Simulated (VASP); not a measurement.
# GaN in VASP: single point with r2SCAN

Aim: the single point of GaN with r2SCAN.

Program: VASP 6.6.1. These are calculated values, not measurements. Logs are shortened: lines on timing, memory, paths and dates and some standing lists are left out, and cuts for length are marked.

## (1) The cell of the first run

The typed cell holds 2 atoms: a = 3.180 Å, b = 3.180 Å, c = 3.180 Å, α = 60.00°, β = 60.00°, γ = 60.00°.

## (2) Single point, r2SCAN

The input, POSCAR:

```
GaN
1.0
    0.0000129993      2.2488350960      2.2487834985
    2.2490197432      0.0000323717      2.2487599836
    2.2489862139      2.2487786783      0.0000643802
Ga N
1 1
Direct
   -0.0000005124     -0.0000008217     -0.0000102926
    0.7500005124      0.7500008217      0.7500102926
```

The input, INCAR.step1:

```
SYSTEM = GaN
  PREC = Accurate
  ENCUT = 520
  ISMEAR = 0
  SIGMA = 0.05
  LREAL = .False.
  LASPH = .True.
  NELM = 60
  NBANDS = 16
  GGA = PE
  ALGO = Normal
  EDIFF = 1E-4
  LWAVE = .True.
  LCHARG = .False.
```

The input, INCAR.step2:

```
SYSTEM = GaN
  PREC = Accurate
  ENCUT = 520
  EDIFF = 1E-6
  ISMEAR = 0
  SIGMA = 0.05
  LREAL = .False.
  LASPH = .True.
  NELM = 60
  ALGO = Normal
  ISIF = 2
  LWAVE = .False.
  LCHARG = .False.
  METAGGA = R2SCAN
  LMIXTAU = .True.
  NBANDS = 16
  ISTART = 1
```

The input, KPOINTS:

```
regular mesh
0
Gamma
  8 8 8
  0 0 0
```

Potentials or basis: VASP PAW PBE potentials, release 64 (Ga_d, N).

Command:

```bash
$ cat potpaw_PBE.64/Ga_d/POTCAR potpaw_PBE.64/N/POTCAR > POTCAR
$ cp INCAR.step1 INCAR
$ mpirun -np 1 vasp_std > vasp.out
$ cp INCAR.step2 INCAR
$ mpirun -np 1 vasp_std > vasp.out
```

OUTCAR:

```text
SYSTEM = GaN
   PREC = Accurate
   ENCUT = 520
   EDIFF = 1E-6
   ISMEAR = 0
   LREAL = .False.
   LASPH = .True.
   NELM = 60
   ISIF = 2
   METAGGA = R2SCAN
   ISTART = 1

 ion  position               nearest neighbor table
   1  1.000  1.000  1.000-   2 1.95   2 1.95   2 1.95   2 1.95
   2  0.750  0.750  0.750-   1 1.95   1 1.95   1 1.95   1 1.95

  LATTYP: Found a base centered monoclinic cell.
 ALAT       =    10.0570100317
 B/A-ratio  =     0.4472495248
 C/A-ratio  =     0.3162268505
 COS(beta)  =    -0.9486877440

  Lattice vectors:

 A1 = (  -2.2489992132,  -4.4976137743,  -2.2488478787)
 A2 = (   2.2489937446,  -4.4976378203,  -2.2488070134)
 A3 = (   0.0000129993,   2.2488350960,   2.2487834985)

Analysis of symmetry for initial positions (statically):
=====================================================================
 Subroutine PRICEL returns:
 Original cell was already a primitive cell.

 Routine SETGRP: Setting up the symmetry group for a
 base centered monoclinic supercell.

 Subroutine GETGRP returns: Found  1 space group operations
 (whereof  1 operations were pure point group operations)
 out of a pool of  4 trial point group operations.

The static configuration has the point symmetry C_1 .

Analysis of symmetry for dynamics (positions and initial velocities):
=====================================================================
 Subroutine PRICEL returns:
 Original cell was already a primitive cell.

 Routine SETGRP: Setting up the symmetry group for a
 base centered monoclinic supercell.

 Subroutine GETGRP returns: Found  1 space group operations
 (whereof  1 operations were pure point group operations)
 out of a pool of  4 trial point group operations.

The dynamic configuration has the point symmetry C_1 .

 Subroutine INISYM returns: Found  1 space group operations
 (whereof  1 operations are pure point group operations),
 and found     1 'primitive' translations

----------------------------------------------------------------------------------------

                                     Primitive cell

  volume of cell :      22.7461

  direct lattice vectors                    reciprocal lattice vectors
     0.000012999  2.248835096  2.248783498    -0.222322211  0.222336363  0.222344691
     2.249019743  0.000032372  2.248759984     0.222318171 -0.222345054  0.222348870
     2.248986214  2.248778678  0.000064380     0.222324588  0.222347084 -0.222353470

  length of vectors
     3.180296608  3.180410551  3.180400059     0.385094515  0.385099613  0.385107146

  position of ions in fractional coordinates (direct lattice)
     0.999999488  0.999999178  0.999989707
     0.750000512  0.750000822  0.750010293

  ion indices of the primitive-cell ions
   primitive index   ion index
                 1           1
                 2           2

----------------------------------------------------------------------------------------

 KPOINTS: regular mesh

Automatic generation of k-mesh.
 Grid dimensions read from file:
 generate k-points for:    8    8    8

 Generating k-lattice:

  Cartesian coordinates                     Fractional coordinates (reciprocal lattice)
    -0.027790276  0.027792045  0.027793086     0.125000000  0.000000000  0.000000000
     0.027789771 -0.027793132  0.027793609     0.000000000  0.125000000  0.000000000
     0.027790574  0.027793385 -0.027794184    -0.000000000  0.000000000  0.125000000

  Length of vectors
     0.048136814  0.048137452  0.048138393

  Shift w.r.t. Gamma in fractional coordinates (k-lattice)
     0.000000000  0.000000000  0.000000000

 Subroutine IBZKPT returns following result:
 ===========================================

 Found    260 irreducible k-points:

 Following reciprocal coordinates:
            Coordinates               Weight
  0.000000  0.000000  0.000000      1.000000
  0.125000 -0.000000  0.000000      2.000000
  0.125000  0.125000  0.125000      2.000000
  0.250000 -0.000000  0.000000      2.000000
  0.250000  0.250000  0.250000      2.000000
  0.375000  0.000000  0.000000      2.000000
[... 16 lines left out ...]
 -0.125000  0.125000 -0.000000      2.000000
 -0.125000 -0.250000 -0.125000      2.000000
 [... further k-points ...]
   k-points           NKPTS =    260   k-points in BZ     NKDIM =    260   number of bands    NBANDS=     16
   number of dos      NEDOS =    301   number of ions     NIONS =      2
   total plane-waves  NPLWV =  13824
   dimension x,y,z NGX =    24 NGY =   24 NGZ =   24
   dimension x,y,z NGXF=    48 NGYF=   48 NGZF=   48
   ions per type =               1   1
   NGX,Y,Z   is equivalent  to a cutoff of  12.55, 12.55, 12.55 a.u.
   NGXF,Y,Z  is equivalent  to a cutoff of  25.09, 25.09, 25.09 a.u.
 SYSTEM =  GaN
   PREC   = accura    normal or accurate (medium, high low for compatibility)
   ISTART =      1    job   : 0-new  1-cont  2-samecut
   ICHARG =      0    charge: 1-file 2-atom 10-const
   ISPIN  =      1    spin polarized calculation?
   LNONCOLLINEAR =      F non collinear calculations
   LSORBIT =      F    spin-orbit coupling
   LASPH  =      T    aspherical Exc in radial PAW
   ENCUT  =  520.0 eV  38.22 Ry    6.18 a.u.   5.91  5.91  5.91*2*pi/ulx,y,z
   NELM   =     60;   NELMIN=  2; NELMDL=  0     # of ELM steps
   EDIFF  = 0.1E-05   stopping-criterion for ELM
   LREAL  =      F    real-space projection
   EDIFFG = 0.1E-04   stopping-criterion for IOM
   NSW    =      0    number of steps for IOM
   IBRION =     -1    ionic relax: 0-MD 1-quasi-New 2-CG
   NFREE  =      0    steps in history (QN), initial steepest desc. (CG)
   ISIF   =      2    stress and relaxation
   ISYM   =      2    0-nonsym 1-usesym 2-fastsym
   POTIM  = 0.5000    time-step for ionic-motion
   TEBEG  =    0.0;   TEEND  =   0.0 temperature during run
   PSTRESS=    0.0 pullay stress
   NELECT =      18.0000    total number of electrons
   NUPDOWN=      -1.0000    fix difference up-down
   EMIN   =  10.00;   EMAX   =-10.00  energy-range for DOS
   EFERMI =   0.00;   METHOD = LEGACY
   ISMEAR =     0;   SIGMA  =   0.05  broadening in eV -4-tet -1-fermi 0-gaus
   EFERMI_NEDOS =   21; number of points for ismear=-14 and -15
   IALGO  =     38    algorithm
   IMIX   =      4    mixing-type and parameters
     AMIX     =   0.40;   BMIX     =  1.00
     AMIX_MAG =   1.60;   BMIX_MAG =  1.00
  volume/ion in A,a.u.               =      11.37        76.75
  Fermi-wavevector in a.u.,A,eV,Ry     =   1.514247  2.861512 31.197390  2.292944
  Thomas-Fermi vector in A             =   2.623930
   LORBIT       =      0    0 simple, 1 ext, 2 COOP (PROOUT), +10 PAW based schemes
   METAGGA = R2SCAN    functional components
   LHFCALC =     F    Hartree Fock is set to
   AEXX    =    0.0000 exact exchange contribution
   IVDW    =     0    specifies the selected vdW correction
   LEPSILON=     F    determine dielectric tensor
   LRPA    =     F    only Hartree local field effects (RPA)
 non-spin polarized calculation
 Gauss-broadening in eV      SIGMA  =   0.05
  energy-cutoff  :      520.00
  volume of cell :       22.75
 maximum number of plane-waves:       620
   NGX = 11   NGY = 11   NGZ = 11

 number of electron      18.0000009 magnetization

 Free energy of the ion-electron system (eV)
  ---------------------------------------------------
  ext. energy  EPLUGINS =         0.00000000
  ---------------------------------------------------
  free energy    TOTEN  =       -21.89602041 eV

  energy without entropy =      -21.89602041  energy(sigma->0) =      -21.89602041

 E-fermi :   5.3975     XC(G=0): -12.6706

 val. band max:        5.0841338267   @ k =   0.0000   0.0000   0.0000
 cond. band min:       7.2444439426   @ k =   0.0000   0.0000   0.0000
 fundamental gap:      2.1603101159
 Fermi energy:         5.3974968184

 k-point     1 :       0.0000    0.0000    0.0000
  band No.  band energies     occupation
      1     -11.6999      2.00000
      2      -8.7514      2.00000
      3      -8.7513      2.00000
      4      -8.7513      2.00000
      5      -8.3940      2.00000
      6      -8.3940      2.00000
[... 8 lines left out ...]
     15      24.8570      0.00000
     16      24.8607      0.00000

 k-point     2 :       0.1250   -0.0000    0.0000
  band No.  band energies     occupation
      1     -11.5285      2.00000
      2      -8.7295      2.00000
      3      -8.7294      2.00000
      4      -8.6856      2.00000
      5      -8.3955      2.00000
      6      -8.3955      2.00000
[... 8 lines left out ...]
     15      23.1299      0.00000
     16      23.2530      0.00000

 k-point     3 :       0.1250    0.1250    0.1250
  band No.  band energies     occupation
      1     -11.5285      2.00000
      2      -8.7295      2.00000
      3      -8.7294      2.00000
      4      -8.6856      2.00000
      5      -8.3955      2.00000
      6      -8.3955      2.00000
[... 8 lines left out ...]
     15      23.1299      0.00000
     16      23.2530      0.00000

 k-point     4 :       0.2500   -0.0000    0.0000
  band No.  band energies     occupation
      1     -11.1337      2.00000
      2      -8.6855      2.00000
      3      -8.6854      2.00000
      4      -8.3936      2.00000
      5      -8.3893      2.00000
      6      -8.3892      2.00000
[... 8 lines left out ...]
     15      22.7585      0.00000
     16      22.7602      0.00000

 k-point     5 :       0.2500    0.2500    0.2500
  band No.  band energies     occupation
      1     -11.1336      2.00000
      2      -8.6855      2.00000
      3      -8.6855      2.00000
      4      -8.3936      2.00000
      5      -8.3893      2.00000
      6      -8.3892      2.00000
[... 8 lines left out ...]
     15      22.7585      0.00000
     16      22.7600      0.00000

 k-point     6 :       0.3750    0.0000    0.0000
  band No.  band energies     occupation
      1     -10.8057      2.00000
      2      -8.6585      2.00000
      3      -8.6584      2.00000
      4      -8.3644      2.00000
      5      -8.3643      2.00000
      6      -7.7483      2.00000
[... 8 lines left out ...]
     15      24.3237      0.00000
     16      24.3249      0.00000

 k-point     7 :       0.3750    0.3750    0.3750
  band No.  band energies     occupation
      1     -10.8056      2.00000
      2      -8.6585      2.00000
      3      -8.6585      2.00000
      4      -8.3643      2.00000
      5      -8.3643      2.00000
      6      -7.7484      2.00000
[... 8 lines left out ...]
     15      24.3237      0.00000
     16      24.3246      0.00000

 k-point     8 :       0.5000   -0.0000    0.0000
  band No.  band energies     occupation
      1     -10.6998      2.00000
      2      -8.6528      2.00000
      3      -8.6527      2.00000
      4      -8.3480      2.00000
      5      -8.3479      2.00000
      6      -7.2659      2.00000
[... 8 lines left out ...]
     15      25.8915      0.00000
     16      25.8928      0.00000

 k-point     9 :       0.5000    0.5000    0.5000
  band No.  band energies     occupation
      1     -10.6997      2.00000
      2      -8.6528      2.00000
      3      -8.6527      2.00000
      4      -8.3480      2.00000
      5      -8.3479      2.00000
      6      -7.2660      2.00000
[... 8 lines left out ...]
     15      25.8916      0.00000
     16      25.8924      0.00000
[... 172 lines left out ...]
 k-point    19 :      -0.3750    0.1250   -0.0000
  band No.  band energies     occupation
      1     -10.6952      2.00000
      2      -8.6469      2.00000
      3      -8.6265      2.00000
      4      -8.3745      2.00000
      5      -8.3738      2.00000
      6      -7.3904      2.00000
[... 8 lines left out ...]
     15      23.8564      0.00000
     16      25.5478      0.00000

 k-point    20 :      -0.3750    0.5000   -0.3750
  band No.  band energies     occupation
      1     -10.6952      2.00000
      2      -8.6469      2.00000
      3      -8.6265      2.00000
      4      -8.3745      2.00000
      5      -8.3737      2.00000
      6      -7.3904      2.00000
[... 8 lines left out ...]
     15      23.8565      0.00000
     16      25.5476      0.00000

 k-point    21 :      -0.2500    0.1250   -0.0000
  band No.  band energies     occupation
      1     -10.9217      2.00000
      2      -8.6569      2.00000
      3      -8.6552      2.00000
      4      -8.4078      2.00000
      5      -8.3997      2.00000
      6      -8.0757      2.00000
[... 8 lines left out ...]
     15      22.9070      0.00000
     16      25.4100      0.00000

 k-point    22 :      -0.2500   -0.3750   -0.2500
  band No.  band energies     occupation
      1     -10.9217      2.00000
      2      -8.6569      2.00000
      3      -8.6552      2.00000
      4      -8.4078      2.00000
      5      -8.3996      2.00000
      6      -8.0757      2.00000
[... 8 lines left out ...]
     15      22.9070      0.00000
     16      25.4096      0.00000

 k-point    23 :      -0.1250    0.1250   -0.0000
  band No.  band energies     occupation
      1     -11.2832      2.00000
      2      -8.7032      2.00000
      3      -8.6903      2.00000
      4      -8.5587      2.00000
      5      -8.4105      2.00000
      6      -8.3701      2.00000
[... 8 lines left out ...]
     15      22.3828      0.00000
     16      25.4153      0.00000

 k-point    24 :      -0.1250   -0.2500   -0.1250
  band No.  band energies     occupation
      1     -11.2831      2.00000
      2      -8.7032      2.00000
      3      -8.6903      2.00000
      4      -8.5588      2.00000
      5      -8.4105      2.00000
      6      -8.3700      2.00000
[... 8 lines left out ...]
     15      22.3830      0.00000
     16      25.4148      0.00000

 [... further k-points ...]

------------------------ aborting loop because EDIFF is reached ----------------------------------------

  FORCE on cell =-STRESS in cart. coord.  units (eV):
  Direction    XX          YY          ZZ          XY          YZ          ZX
  --------------------------------------------------------------------------------------
  -------------------------------------------------------------------------------------
  Total        0.1794583      0.1811827      0.1816252     -0.0001079     -0.0011200     -0.0005805
  in kB       12.6405862     12.7620496     12.7932191     -0.0076021     -0.0788883     -0.0408873
  external PRESSURE =      12.7319516 kB  Pullay stress =       0.0000000 kB

 VOLUME and BASIS-vectors are now :
 -----------------------------------------------------------------------------
  energy-cutoff  :      520.00
  volume of cell :       22.75
      direct lattice vectors                 reciprocal lattice vectors
     0.000012999  2.248835096  2.248783498    -0.222322211  0.222336363  0.222344691
     2.249019743  0.000032372  2.248759984     0.222318171 -0.222345054  0.222348870
     2.248986214  2.248778678  0.000064380     0.222324588  0.222347084 -0.222353470

 POSITION                                       TOTAL-FORCE (eV/Angst)
 -----------------------------------------------------------------------------------
      4.49799      4.49762      4.49760         0.000127      0.000257     -0.000037
      3.37354      3.37326      3.37321        -0.000127     -0.000257      0.000037
 -----------------------------------------------------------------------------------
    total drift:                                0.000039      0.000033      0.000037

  FREE ENERGIE OF THE ION-ELECTRON SYSTEM (eV)
  ---------------------------------------------------
  free  energy   TOTEN  =       -21.8960204065 eV

  energy  without entropy=      -21.8960204065  energy(sigma->0) =      -21.89602041
```

Run time: 4.2 min. Hardware: 1 thread of Intel Xeon 8259CL, shared host; peak memory 0.22 GiB.

Results:

```yaml
Free_energy: -21.8960 eV
Pressure: 1.3 GPa
Band_gap_on_the_k_mesh: 2.16 eV
```

Levels at points of the mesh, in eV from the valence-band top:
```csv
k point,band 5,band 6,band 7,band 8,band 9,band 10,band 11,band 12,band 13,band 14
"(0.00, 0.00, 0.00)",-13.48,-13.48,0.00,0.00,0.00,2.16,11.04,11.05,11.05,18.64
"(0.50, 0.00, 0.00)",-13.43,-12.35,-7.20,-1.01,-1.00,5.21,9.47,11.03,11.03,16.56
"(0.50, 0.50, 0.50)",-13.43,-12.35,-7.20,-1.01,-1.00,5.21,9.47,11.03,11.03,16.56
"(0.00, 0.50, 0.00)",-13.43,-12.35,-7.20,-1.01,-1.00,5.21,9.47,11.03,11.03,16.56
"(0.50, 0.50, 0.00)",-13.40,-11.97,-6.24,-2.81,-2.81,3.77,7.28,12.63,15.01,15.01
"(0.50, 0.00, 0.50)",-13.40,-11.97,-6.24,-2.81,-2.81,3.77,7.28,12.63,15.01,15.01
"(0.00, 0.00, 0.50)",-13.43,-12.35,-7.20,-1.01,-1.00,5.21,9.47,11.03,11.03,16.56
"(0.00, 0.50, 0.50)",-13.40,-11.97,-6.24,-2.80,-2.80,3.77,7.28,12.63,15.01,15.01
```

Caveat: the PAW data sets were made with another functional, which shifts forces and pressure a little.
